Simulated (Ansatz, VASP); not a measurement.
**ZrH5: VASP beside Ansatz**

```
Zr H
1.0
     4.08504    0.00000    0.00000
    -2.04252    3.53775    0.00000
     0.00000    0.00000    3.83745
Zr H
1 5
Direct
  0.33333 0.66667 0.36877
  0.66667 0.33333 0.33643
  0.83336 0.16664 0.32983
  0.83336 0.66673 0.32983
  0.33327 0.16664 0.32983
  0.33333 0.66667 0.86937
```

Alike in both runs: functional PBE; k mesh 4 × 4 × 5; occupations gaussian, width 0.2 eV; no spin polarisation.

Ansatz relaxed the structure, and its values are those at the end. VASP's run is a single point on that final structure, the one shown.

```csv
,VASP,Ansatz
version,VASP 6.6.1,Ansatz 0.2.0
potentials or method,"VASP PAW PBE potentials, release 64 (Zr_sv, H), cutoff 500 eV","scalar-relativistic, plane waves, PAW"
valence electrons in the cell,17,17
```

```tsv
	VASP	Ansatz	Ansatz less VASP
gap on the k mesh at the Fermi level (eV)	none	none	-
pressure (GPa)	0.1	0.3	+0.18
rms of the force components (eV/Å)	0.005	0.005	-0.0003
```

A gap of «none» marks a metal or a gap that the smearing closes.

The k mesh is coarse, so the values compare programs but aren't converged.
